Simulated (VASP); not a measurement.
# K (P6/mmm) in VASP: a series of runs

K is run at these levels: LDA; tasks: single point.

Program: VASP 6.6.1. These are calculated values, not measurements. Logs are shortened: lines on timing, memory, paths and dates and some standing lists are left out, and cuts for length are marked.

### Step 1. The cell of the first run

The structure is hexagonal, space group P6/mmm (No. 191). Conventional cell: a = 4.333 Å, b = 4.333 Å, c = 4.054 Å, α = 90.00°, β = 90.00°, γ = 120.00°. K (site symmetry 6/mmm) has 8 K at 4.05 to 4.33 Å within 5.3 Å.

### Step 2. Single point, LDA

INCAR

```
SYSTEM = K
ALGO = Normal
EDIFF = 1E-7
ENCUT = 520
GGA = CA
ISIF = 2
ISMEAR = -1
LASPH = .True.
LCHARG = .False.
LREAL = .False.
LWAVE = .False.
NBANDS = 10
NELM = 100
PREC = Accurate
SIGMA = 0.05
```

KPOINTS

```
k-points
0
Gamma
  10 10 10
  0 0 0
```

POSCAR

```
K
1.0
    4.3326240497      0.0000000000      0.0000000000
   -2.1663120248      3.7521624921      0.0000000000
    0.0000000000      0.0000000000      4.0536957687
K
1
Direct
    0.0000000000      0.0000000000      0.0000000000
```

Potentials or basis: VASP PAW LDA potentials, release 64 (K_sv).

Run with:

```console
> cat potpaw_LDA.64/K_sv/POTCAR > POTCAR
> mpirun -np 1 vasp_std > vasp.out
```

OUTCAR:

```text
SYSTEM = K
   EDIFF = 1E-7
   ENCUT = 520
   GGA = CA
   ISIF = 2
   ISMEAR = -1
   LASPH = .True.
   LREAL = .False.
   NELM = 100
   PREC = Accurate

 ion  position               nearest neighbor table
   1  0.000  0.000  0.000-

  LATTYP: Found a hexagonal cell.
 ALAT       =     4.3326240497
 C/A-ratio  =     0.9356213976

  Lattice vectors:

 A1 = (   4.3326240497,   0.0000000000,   0.0000000000)
 A2 = (  -2.1663120248,   3.7521624921,   0.0000000000)
 A3 = (   0.0000000000,   0.0000000000,   4.0536957687)

Analysis of symmetry for initial positions (statically):
=====================================================================
 Subroutine PRICEL returns:
 Original cell was already a primitive cell.

 Routine SETGRP: Setting up the symmetry group for a
 hexagonal supercell.

 Subroutine GETGRP returns: Found 24 space group operations
 (whereof 24 operations were pure point group operations)
 out of a pool of 24 trial point group operations.

The static configuration has the point symmetry D_6h.

Analysis of symmetry for dynamics (positions and initial velocities):
=====================================================================
 Subroutine PRICEL returns:
 Original cell was already a primitive cell.

 Routine SETGRP: Setting up the symmetry group for a
 hexagonal supercell.

 Subroutine GETGRP returns: Found 24 space group operations
 (whereof 24 operations were pure point group operations)
 out of a pool of 24 trial point group operations.

The dynamic configuration has the point symmetry D_6h.

 Subroutine INISYM returns: Found 24 space group operations
 (whereof 24 operations are pure point group operations),
 and found     1 'primitive' translations

----------------------------------------------------------------------------------------

                                     Primitive cell

  volume of cell :      65.8998

  direct lattice vectors                    reciprocal lattice vectors
     4.332624050  0.000000000  0.000000000     0.230807009  0.133256489  0.000000000
    -2.166312025  3.752162492  0.000000000     0.000000000  0.266512978  0.000000000
     0.000000000  0.000000000  4.053695769     0.000000000  0.000000000  0.246688468

  length of vectors
     4.332624050  4.332624050  4.053695769     0.266512978  0.266512978  0.246688468

  position of ions in fractional coordinates (direct lattice)
[... 79 lines left out ...]
   EDIFFG = 0.1E-05   stopping-criterion for IOM
   NSW    =      0    number of steps for IOM
   IBRION =     -1    ionic relax: 0-MD 1-quasi-New 2-CG
   NFREE  =      0    steps in history (QN), initial steepest desc. (CG)
   ISIF   =      2    stress and relaxation
   ISYM   =      2    0-nonsym 1-usesym 2-fastsym
   POTIM  = 0.5000    time-step for ionic-motion
   TEBEG  =    0.0;   TEEND  =   0.0 temperature during run
   PSTRESS=    0.0 pullay stress
   NELECT =       9.0000    total number of electrons
   NUPDOWN=      -1.0000    fix difference up-down
   EMIN   =  10.00;   EMAX   =-10.00  energy-range for DOS
   EFERMI =   0.00;   METHOD = LEGACY
   ISMEAR =    -1;   SIGMA  =   0.05  broadening in eV -4-tet -1-fermi 0-gaus
   EFERMI_NEDOS =   21; number of points for ismear=-14 and -15
   IALGO  =     38    algorithm
   IMIX   =      4    mixing-type and parameters
     AMIX     =   0.40;   BMIX     =  1.00
     AMIX_MAG =   1.60;   BMIX_MAG =  1.00
  volume/ion in A,a.u.               =      65.90       444.71
  Fermi-wavevector in a.u.,A,eV,Ry     =   0.843065  1.593162  9.670458  0.710759
  Thomas-Fermi vector in A             =   1.957873
   LORBIT       =      0    0 simple, 1 ext, 2 COOP (PROOUT), +10 PAW based schemes
   GGA     = CA    functional components
   LHFCALC =     F    Hartree Fock is set to
   AEXX    =    0.0000 exact exchange contribution
   IVDW    =     0    specifies the selected vdW correction
   LEPSILON=     F    determine dielectric tensor
   LRPA    =     F    only Hartree local field effects (RPA)
 non-spin polarized calculation
  energy-cutoff  :      520.00
  volume of cell :       65.90
 maximum number of plane-waves:      1804
   NGX = 17   NGY = 17   NGZ = 15

 number of electron       8.9999999 magnetization

 Free energy of the ion-electron system (eV)
  ---------------------------------------------------
  ext. energy  EPLUGINS =         0.00000000
  ---------------------------------------------------
  free energy    TOTEN  =        -1.10503369 eV

  energy without entropy =       -1.09696099  energy(sigma->0) =       -1.10099734

 E-fermi :  -0.0438     XC(G=0):  -6.1533

 val. band max:       -0.0556136792   @ k =   0.2000   0.1000   0.4000
 cond. band min:      -0.0431127531   @ k =   0.4000   0.1000   0.0000
 fundamental gap:      0.0125009262
 Fermi energy:        -0.0438420958

 k-point     1 :       0.0000    0.0000    0.0000
  band No.  band energies     occupation
      1     -31.9040      2.00000
      2     -15.5632      2.00000
      3     -15.5632      2.00000
      4     -15.5568      2.00000
      5      -2.3762      2.00000
      6       2.8402      0.00000
      7       4.1101      0.00000
      8       4.1101      0.00000
      9       6.4622      0.00000
     10       6.4631      0.00000
[... 287 lines left out ...]
 k-point    24 :       0.4000    0.1000    0.1000
  band No.  band energies     occupation
      1     -31.8947      2.00000
      2     -15.6780      2.00000
      3     -15.5972      2.00000
      4     -15.5582      2.00000
      5       0.0480      0.27482
      6       0.9596      0.00000
      7       2.8317      0.00000
      8       4.6308      0.00000
      9       5.2710      0.00000
     10       6.1496      0.00000

 [... further k-points ...]

------------------------ aborting loop because EDIFF is reached ----------------------------------------

  FORCE on cell =-STRESS in cart. coord.  units (eV):
  Direction    XX          YY          ZZ          XY          YZ          ZX
  --------------------------------------------------------------------------------------
  -------------------------------------------------------------------------------------
  Total        0.0103178      0.0103178      0.0098400      0.0000000      0.0000000      0.0000000
  in kB        0.2508498      0.2508498      0.2392330      0.0000000      0.0000000      0.0000000
  external PRESSURE =       0.2469776 kB  Pullay stress =       0.0000000 kB

 VOLUME and BASIS-vectors are now :
 -----------------------------------------------------------------------------
  energy-cutoff  :      520.00
  volume of cell :       65.90
      direct lattice vectors                 reciprocal lattice vectors
     4.332624050  0.000000000  0.000000000     0.230807009  0.133256489  0.000000000
    -2.166312025  3.752162492  0.000000000     0.000000000  0.266512978  0.000000000
     0.000000000  0.000000000  4.053695769     0.000000000  0.000000000  0.246688468

 POSITION                                       TOTAL-FORCE (eV/Angst)
 -----------------------------------------------------------------------------------
      0.00000      0.00000      0.00000         0.000000      0.000000      0.000000
 -----------------------------------------------------------------------------------
    total drift:                               -0.000000      0.000000     -0.000000

  FREE ENERGIE OF THE ION-ELECTRON SYSTEM (eV)
  ---------------------------------------------------
  free  energy   TOTEN  =        -1.1050336937 eV

  energy  without entropy=       -1.0969609862  energy(sigma->0) =       -1.10099734
```

OSZICAR:

```text
N       E                     dE             d eps       ncg     rms          rms(c)
DAV:   1     0.505561225253E+02    0.50556E+02   -0.35890E+03  1680   0.695E+02
DAV:   2     0.744148316490E+00   -0.49812E+02   -0.48686E+02  1802   0.210E+02
DAV:   3    -0.104038895978E+01   -0.17845E+01   -0.17793E+01  2526   0.297E+01
DAV:   4    -0.110598198793E+01   -0.65593E-01   -0.65535E-01  2348   0.517E+00
DAV:   5    -0.110792064198E+01   -0.19387E-02   -0.19379E-02  2644   0.685E-01    0.240E+00
DAV:   6    -0.110589194971E+01    0.20287E-02   -0.26613E-03  2274   0.356E-01    0.153E+00
DAV:   7    -0.110501948932E+01    0.87246E-03   -0.42035E-03  2008   0.394E-01    0.768E-02
DAV:   8    -0.110502832090E+01   -0.88316E-05   -0.49808E-04  2360   0.211E-01    0.299E-02
DAV:   9    -0.110503546028E+01   -0.71394E-05   -0.20066E-05  2118   0.449E-02    0.151E-02
DAV:  10    -0.110503361494E+01    0.18453E-05   -0.11855E-05  2094   0.284E-02    0.306E-03
DAV:  11    -0.110503369367E+01   -0.78728E-07   -0.19804E-07  2116   0.297E-03
   1 F= -.11050337E+01 E0= -.11009973E+01  d E =-.807271E-02
```

stdout:

```text
POSCAR found type information on POSCAR K
 POSCAR found :  1 types and       1 ions
 scaLAPACK will be used
 LDA part: xc-table for (Slater(with rela. corr.)+CA(PZ))
 , standard interpolation
 POSCAR, INCAR and KPOINTS ok, starting setup
 FFT: planning ... GRIDC
 FFT: planning ... GRID_SOFT
 FFT: planning ... GRID
 WAVECAR not read
 entering main loop
```

Wall time 30 s (1 thread of AMD EPYC 9R45 (Zen 5), shared host); peak memory 0.14 GiB.

Results:

- Free energy: -1.1050 eV
- Pressure: 0.0 GPa

### Step 3. Single point, LDA

INCAR

```
PREC = Accurate
ENCUT = 520
EDIFF = 1E-7
ISMEAR = -1
SIGMA = 0.05
LREAL = F
LASPH = T
NELM = 80
ALGO = Normal
ISIF = 2
LWAVE = F
LCHARG = F
NBANDS = 10
```

KPOINTS

```
Automatic mesh
0
Gamma
  10 10 10
```

POSCAR is that of step 2.

Potentials or basis: VASP PAW LDA potentials, release 64 (K_sv).

Run with:

```console
> cat potpaw_LDA.64/K_sv/POTCAR > POTCAR
> mpirun -np 1 vasp_std > vasp.out
```

Wall time 27 s (1 thread of AMD EPYC 9R45 (Zen 5), shared host); peak memory 0.15 GiB.

Results (log left out):

```yaml
Free_energy: -1.1050 eV
Pressure: 0.0 GPa
```

Levels at points of the mesh, in eV from the Fermi level:
| k point | band 1 | band 2 | band 3 | band 4 | band 5 | band 6 | band 7 | band 8 | band 9 | band 10 |
| --- | --- | --- | --- | --- | --- | --- | --- | --- | --- | --- |
| (0.00, 0.00, 0.00) | -31.86 | -15.52 | -15.52 | -15.51 | -2.33 | 2.88 | 4.15 | 4.15 | 6.51 | 6.51 |
| (0.50, 0.00, 0.00) | -31.85 | -15.64 | -15.55 | -15.50 | 0.22 | 0.57 | 2.93 | 4.91 | 5.99 | 6.20 |
| (0.00, 0.00, 0.50) | -31.85 | -15.67 | -15.51 | -15.51 | -0.12 | 0.25 | 4.68 | 4.68 | 5.02 | 5.02 |
| (0.50, 0.00, 0.50) | -31.84 | -15.65 | -15.62 | -15.53 | 1.22 | 2.15 | 2.82 | 2.92 | 4.24 | 6.74 |
